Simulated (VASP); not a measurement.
Runs of VASP 6.6.1 on AlGa2. The structure is that of space group P6/mmm (No. 191), or close to it. The cells are those of the table. The cell was generated, and may not be a known phase.

```tsv
task	cell	k mesh	cutoff (eV)	gap on the mesh (eV)	pressure (GPa)	relaxed volume (Å³/atom)
relaxation of cell and atoms	relaxed from a = 4.365, b = 4.365, c = 3.140 Å, angles 90.0, 90.0, 120.0°, 3 atoms	6 × 6 × 6	600	none	0.2	18.16
single point	a = 4.681, b = 4.681, c = 2.869 Å, angles 90.0, 90.0, 120.0°, 3 atoms	6 × 6 × 6	520	none	0.2	-
single point	a = 4.365, b = 4.365, c = 3.140 Å, angles 90.0, 90.0, 120.0°, 3 atoms	6 × 6 × 6	520	none	5.4	-
relaxation of cell and atoms	relaxed from a = 4.681, b = 4.681, c = 2.869 Å, angles 90.0, 90.0, 120.0°, 3 atoms	12 × 12 × 16	600	none	0.0	(a)
single point	a = 4.767, b = 4.767, c = 2.774 Å, angles 90.0, 90.0, 120.0°, 3 atoms	12 × 12 × 16	520	none	0.1	-
```

Alike in all rows: level PBE; potentials or basis VASP PAW PBE potentials, release 64 (Al, Ga_d); no spin polarisation; smearing gaussian 0.1 eV.

Task: Fill in the values left out.

Result: (a) 18.21.

Caveats: some runs use coarse meshes; the stress differs along the axes, from -0 to 8 GPa (at least some runs); the highest band is partly filled, so the run has too few bands (at least some runs).

A k mesh can miss the band edges, and the runs leave out spin-orbit coupling on Ga.

A gap of «none» marks levels without a gap at the run's occupations.
